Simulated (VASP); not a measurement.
# TiSi6Mo (P1) in VASP: a series of runs

The runs below take TiSi6Mo through single point, with PBE.

Program: VASP 6.6.1. These are calculated values, not measurements. Logs are shortened: lines on timing, memory, paths and dates and some standing lists are left out, and cuts for length are marked.

### 1 The cell of the first run

The typed cell holds 8 atoms: a = 3.441 Å, b = 3.905 Å, c = 8.893 Å, α = 90.55°, β = 101.15°, γ = 89.99°.

### 2 Single point, PBE

The input, INCAR:

```
SYSTEM = TiSi6Mo
ALGO = Fast
EDIFF = 1E-7
ENCUT = 520
GGA = PE
ISIF = 2
ISMEAR = 0
LASPH = .TRUE.
LCHARG = .TRUE.
LELF = .TRUE.
LREAL = .FALSE.
LVHAR = .TRUE.
LWAVE = .FALSE.
NBANDS = 35
NELM = 100
PREC = Accurate
SIGMA = 0.2
```

The input, KPOINTS:

```
k-points
0
G
  6 6 6
  0 0 0
```

The input, POSCAR:

```
TiSi6Mo
1.0
    0.0001070077      3.4405021498      0.0003516568
   -0.0372059142     -0.0000282522      3.9047110091
    8.7251505298     -1.7198982050     -0.0028163663
Ti Si Mo
1 6 1
Direct
    0.9228172515     -0.0013138824      0.8455569931
    0.3114463374      0.9595915080      0.6228303263
    0.1752340368      0.0147424570      0.3503536110
    0.6866337926      0.5636954106      0.3729894670
    0.8193610854      0.4807930572      0.6385690951
    0.5456659956      0.9955622817      0.0921690643
    0.4582862215      0.4983825074      0.9165136990
    0.0805046000      0.4885466604      0.1609163859
```

Potentials or basis: VASP PAW PBE potentials, release 64 (Ti_sv, Si, Mo_sv).

On the command line:

```sh
$ cat potpaw_PBE.64/Ti_sv/POTCAR potpaw_PBE.64/Si/POTCAR potpaw_PBE.64/Mo_sv/POTCAR > POTCAR
$ mpirun -np 1 vasp_std > vasp.out
```

OUTCAR:

```text
SYSTEM = TiSi6Mo
   EDIFF = 1E-7
   ENCUT = 520
   GGA = PE
   ISIF = 2
   ISMEAR = 0
   LASPH = .TRUE.
   LREAL = .FALSE.
   NELM = 100
   PREC = Accurate

 ion  position               nearest neighbor table
   1  0.923  0.999  0.846-   2 2.60   2 2.60   5 2.62   7 2.67   7 2.67   7 2.68   7 2.68   5 2.70
                             6 2.75   6 2.76
   2  0.311  0.960  0.623-   3 2.39   5 2.55   5 2.55   1 2.60   1 2.60   5 2.67   5 2.67   7 3.15

   3  0.175  0.015  0.350-   2 2.39   4 2.47   4 2.47   8 2.49   8 2.62   4 2.75   4 2.75   6 2.83
                             6 2.84
   4  0.687  0.564  0.373-   5 2.34   3 2.47   3 2.47   8 2.54   8 2.54   3 2.75   3 2.75   6 2.99

   5  0.819  0.481  0.639-   4 2.34   2 2.55   2 2.55   1 2.62   2 2.67   2 2.67   1 2.70   7 2.97
                             7 2.97
   6  0.546  0.996  0.092-   7 2.46   7 2.50   8 2.64   8 2.65   8 2.69   8 2.70   1 2.75   1 2.76
                             3 2.83   3 2.84   4 2.99
   7  0.458  0.498  0.917-   6 2.46   6 2.50   1 2.67   1 2.67   1 2.68   1 2.68   8 2.74   8 2.74
                             5 2.97   5 2.97   2 3.15
   8  0.081  0.489  0.161-   3 2.49   4 2.54   4 2.54   3 2.62   6 2.64   6 2.65   6 2.69   6 2.70
                             7 2.74   7 2.74

  LATTYP: Found a triclinic cell.
 ALAT       =    10.1368696510
 B/A-ratio  =     0.3394047954
 C/A-ratio  =     0.3852163831
 COS(alpha) =     0.0000946748
 COS(beta)  =     0.0085098330
 COS(gamma) =     0.5090456381

  Lattice vectors:

 A1 = (   8.7250435221,  -5.1604003548,  -0.0031680231)
 A2 = (  -0.0001070077,  -3.4405021498,  -0.0003516568)
 A3 = (   0.0372059142,   0.0000282522,  -3.9047110091)

Analysis of symmetry for initial positions (statically):
=====================================================================
 Subroutine PRICEL returns:
 Original cell was already a primitive cell.

 Routine SETGRP: Setting up the symmetry group for a
 triclinic supercell.

 Subroutine GETGRP returns: Found  1 space group operations
 (whereof  1 operations were pure point group operations)
 out of a pool of  2 trial point group operations.

The static configuration has the point symmetry C_1 .

Analysis of symmetry for dynamics (positions and initial velocities):
=====================================================================
 Subroutine PRICEL returns:
[... 126 lines left out ...]
   NFREE  =      0    steps in history (QN), initial steepest desc. (CG)
   ISIF   =      2    stress and relaxation
   ISYM   =      2    0-nonsym 1-usesym 2-fastsym
   POTIM  = 0.5000    time-step for ionic-motion
   TEBEG  =    0.0;   TEEND  =   0.0 temperature during run
   PSTRESS=    0.0 pullay stress
   NELECT =      50.0000    total number of electrons
   NUPDOWN=      -1.0000    fix difference up-down
   EMIN   =  10.00;   EMAX   =-10.00  energy-range for DOS
   EFERMI =   0.00;   METHOD = LEGACY
   ISMEAR =     0;   SIGMA  =   0.20  broadening in eV -4-tet -1-fermi 0-gaus
   EFERMI_NEDOS =   21; number of points for ismear=-14 and -15
   IALGO  =     68    algorithm
   IMIX   =      4    mixing-type and parameters
     AMIX     =   0.40;   BMIX     =  1.00
     AMIX_MAG =   1.60;   BMIX_MAG =  1.00
  volume/ion in A,a.u.               =      14.65        98.88
  Fermi-wavevector in a.u.,A,eV,Ry     =   1.232357  2.328817 20.663214  1.518703
  Thomas-Fermi vector in A             =   2.367130
   LORBIT       =      0    0 simple, 1 ext, 2 COOP (PROOUT), +10 PAW based schemes
   GGA     = PE    functional components
   LHFCALC =     F    Hartree Fock is set to
   AEXX    =    0.0000 exact exchange contribution
   IVDW    =     0    specifies the selected vdW correction
   LEPSILON=     F    determine dielectric tensor
   LRPA    =     F    only Hartree local field effects (RPA)
 non-spin polarized calculation
 RMM-DIIS sequential band-by-band and
 Gauss-broadening in eV      SIGMA  =   0.20
  energy-cutoff  :      520.00
  volume of cell :      117.22
 maximum number of plane-waves:      3181
 NGX is ok and might be reduce to    28
   NGX = 13   NGY = 15   NGZ = 33

 number of electron      50.0000001 magnetization

 Free energy of the ion-electron system (eV)
  ---------------------------------------------------
  ext. energy  EPLUGINS =         0.00000000
  ---------------------------------------------------
  free energy    TOTEN  =       -52.46356494 eV

  energy without entropy =      -52.40570807  energy(sigma->0) =      -52.43463650

 E-fermi :  10.5280     XC(G=0): -11.5484

 val. band max:       10.5189296733   @ k =   0.3333   0.0000   0.5000
 cond. band min:      10.5380990579   @ k =   0.0000   0.0000   0.5000
 fundamental gap:      0.0191693846
 Fermi energy:        10.5280402930

 k-point     1 :       0.0000    0.0000    0.0000
  band No.  band energies     occupation
      1     -50.4212      2.00000
      2     -46.4214      2.00000
      3     -24.6763      2.00000
      4     -24.6370      2.00000
      5     -24.4363      2.00000
      6     -22.7835      2.00000
[... 901 lines left out ...]
     34      13.5051      0.00000
     35      13.5694      0.00000

 [... further k-points ...]

------------------------ aborting loop because EDIFF is reached ----------------------------------------

  FORCE on cell =-STRESS in cart. coord.  units (eV):
  Direction    XX          YY          ZZ          XY          YZ          ZX
  --------------------------------------------------------------------------------------
  -------------------------------------------------------------------------------------
  Total        0.0358965      0.0352333      0.0434413     -0.0073897     -0.0048904      0.0409251
  in kB        0.4906571      0.4815908      0.5937834     -0.1010066     -0.0668452      0.5593914
  external PRESSURE =       0.5220105 kB  Pullay stress =       0.0000000 kB

 VOLUME and BASIS-vectors are now :
 -----------------------------------------------------------------------------
  energy-cutoff  :      520.00
  volume of cell :      117.22
      direct lattice vectors                 reciprocal lattice vectors
     0.000107008  3.440502150  0.000351657     0.057293661  0.290653408  0.000548024
    -0.037205914 -0.000028252  3.904711009     0.000077506 -0.000026179  0.256101637
     8.725150530 -1.719898205 -0.002816366     0.114610831 -0.000003676  0.001092066

 POSITION                                       TOTAL-FORCE (eV/Angst)
 -----------------------------------------------------------------------------------
      7.34055      1.72065      3.89752        -0.014207     -0.002455      0.000463
      5.39862      0.00030      3.74528        -0.013118      0.000763     -0.001604
      3.05636      0.00032      0.05664         0.022262      0.000084     -0.010203
      3.23349      1.72085      2.20026         0.029411     -0.002756      0.003679
      5.55381      1.72073      1.87585        -0.015534     -0.000277      0.010343
      0.76721      1.71882      3.88732        -0.018784      0.006319     -0.006522
      7.97823      0.00041      1.94362         0.002347      0.000058      0.001301
      1.38585      0.00020      1.90721         0.007622     -0.001736      0.002542
 -----------------------------------------------------------------------------------
    total drift:                                0.000054      0.000095     -0.000027

  FREE ENERGIE OF THE ION-ELECTRON SYSTEM (eV)
  ---------------------------------------------------
  free  energy   TOTEN  =       -52.4635649389 eV

  energy  without entropy=      -52.4057080705  energy(sigma->0) =      -52.43463650
```

OSZICAR:

```text
N       E                     dE             d eps       ncg     rms          rms(c)
DAV:   1     0.417159213522E+03    0.41716E+03   -0.23991E+04  7904   0.139E+03
DAV:   2    -0.163768277800E+02   -0.43354E+03   -0.41618E+03  8039   0.377E+02
DAV:   3    -0.529930509594E+02   -0.36616E+02   -0.35196E+02 12472   0.953E+01
[... 31 lines left out ...]
RMM:  35    -0.524635645960E+02   -0.15684E-06   -0.18814E-06  8857   0.402E-03    0.155E-03
RMM:  36    -0.524635647293E+02   -0.13338E-06   -0.17028E-06  8759   0.372E-03    0.103E-03
RMM:  37    -0.524635648066E+02   -0.77271E-07   -0.12528E-06  8701   0.348E-03    0.785E-04
RMM:  38    -0.524635648860E+02   -0.79366E-07   -0.12514E-06  8716   0.333E-03    0.303E-04
RMM:  39    -0.524635649389E+02   -0.52929E-07   -0.87715E-07  8426   0.316E-03
   1 F= -.52463565E+02 E0= -.52434637E+02  d E =-.578569E-01
```

stdout:

```text
POSCAR found type information on POSCAR TiSiMo
[... 44 lines left out ...]
 num prob  num prob  num prob  num prob  num prob  num prob  num prob  num prob  num prob  num prob  num prob  num prob  num prob  num prob  num prob  num prob  num prob  num prob  num prob  num prob  num prob  num prob  num prob  num prob  num prob  num prob  num prob  num prob  num prob  num prob WARNING in EDDRMM: call to ZHEGV failed, returncode =   6  3     18
 num prob  num prob  num prob  num prob  num prob  num prob  num prob  num prob  num prob  num prob  num prob  num prob  num prob  num prob  num prob  num prob  num prob  num prob  num prob  num prob  num prob  num prob  num prob  num prob  num prob  num prob  num prob  num pro
```

It took 42 min on 1 thread of Oxide Virtual Turin-like, shared host; peak memory 0.5 GiB.

Results:

```
Free energy            : -52.4636 eV
Pressure               : 0.1 GPa
Largest force          : 0.030 eV/Å
Band gap on the k mesh : zero (bands 25 and 26 overlap by 0.77 eV)
```

Forces on the atoms (eV/Å):
```
Ti  -0.014 -0.002  0.000
Si  -0.013  0.001 -0.002
Si   0.022  0.000 -0.010
Si   0.029 -0.003  0.004
Si  -0.016  0.000  0.010
Si  -0.019  0.006 -0.007
Si   0.002  0.000  0.001
Mo   0.008 -0.002  0.003
```

### 3 Single point, PBE

The input, INCAR:

```
PREC     = Accurate       # precision mode
ENCUT    = 520            # plane-wave cutoff, eV
EDIFF    = 1E-6           # SCF threshold, eV
ISMEAR   = 0              # smearing method
SIGMA    = 0.2            # smearing width, eV
LREAL    = F              # projectors in reciprocal space
LASPH    = T              # aspherical terms in the spheres
NELM     = 80             # most SCF steps
ALGO     = Fast           # electronic algorithm
ISIF     = 2              # what is computed and relaxed
LWAVE    = F              # write WAVECAR
LCHARG   = F              # write CHGCAR
GGA      = PE             # functional
NBANDS   = 35             # bands
```

The input, KPOINTS:

```
regular mesh
0
Gamma
  6 6 6
```

The input, POSCAR:

```
TiSi6Mo
1.0
    0.0002458593      3.4400657853      0.0003217560
    3.9050748483     -0.0000453945      0.0184423204
   -0.0402763980     -1.7208130990     -8.7287540332
Ti Si Mo
1 6 1
Direct
    0.0772771549      0.0010707325      0.1545669797
    0.6886177086      0.0397979183      0.3771218677
    0.8246821570     -0.0143962045      0.6494700835
    0.3133610796      0.4370798708      0.6268612822
    0.1807402179      0.5186197210      0.3613285514
    0.4540228196      1.0048543853      0.9080467357
    0.5418115934      0.5015028589      0.0836421666
    0.9194872689      0.5114707177      0.8389623330
```

Potentials or basis: VASP PAW PBE potentials, release 64 (Ti_sv, Si, Mo_sv).

On the command line:

```sh
$ cat potpaw_PBE.64/Ti_sv/POTCAR potpaw_PBE.64/Si/POTCAR potpaw_PBE.64/Mo_sv/POTCAR > POTCAR
$ mpirun -np 1 vasp_std > vasp.out
```

Wall time 36 min (1 thread of Oxide Virtual Turin-like, shared host); peak memory 0.5 GiB.

The run converged. Its results:

```
Free energy            : -52.4637 eV
Pressure               : 0.0 GPa
Largest force          : 0.019 eV/Å
Band gap on the k mesh : zero (bands 25 and 26 overlap by 0.77 eV)
```

Forces in eV/Å, atoms in the order of the input:
```
Ti  -0.001  0.000 -0.006
Si   0.002  0.000 -0.015
Si   0.009  0.000  0.012
Si  -0.008  0.000  0.018
Si  -0.005  0.000 -0.016
Si  -0.006  0.000 -0.010
Si   0.004  0.000  0.011
Mo   0.005  0.000  0.005
```

Levels at points of the mesh, in eV from the Fermi level:
```tsv
k point	band 22	band 23	band 24	band 25	band 26	band 27	band 28	band 29
(0.00, 0.00, 0.00)	-1.93	-1.04	-0.84	0.47	0.60	0.61	1.02	1.07
(0.50, 0.00, 0.00)	-1.74	-1.67	-0.94	-0.48	-0.30	0.24	0.42	0.62
(0.00, 0.50, 0.00)	-0.85	-0.56	-0.28	0.28	0.35	0.60	0.87	1.18
(0.50, 0.50, 0.00)	-3.01	-2.67	-2.50	-0.24	0.94	1.10	1.45	1.59
(0.00, 0.00, 0.50)	-1.87	-1.47	-0.86	0.01	0.62	0.74	1.11	1.62
(0.50, 0.00, 0.50)	-1.74	-1.67	-0.94	-0.48	-0.30	0.24	0.42	0.62
(0.00, 0.50, 0.50)	-0.78	-0.74	0.01	0.22	0.59	0.82	1.08	1.26
(0.50, 0.50, 0.50)	-3.01	-2.67	-2.50	-0.24	0.94	1.10	1.45	1.60
```
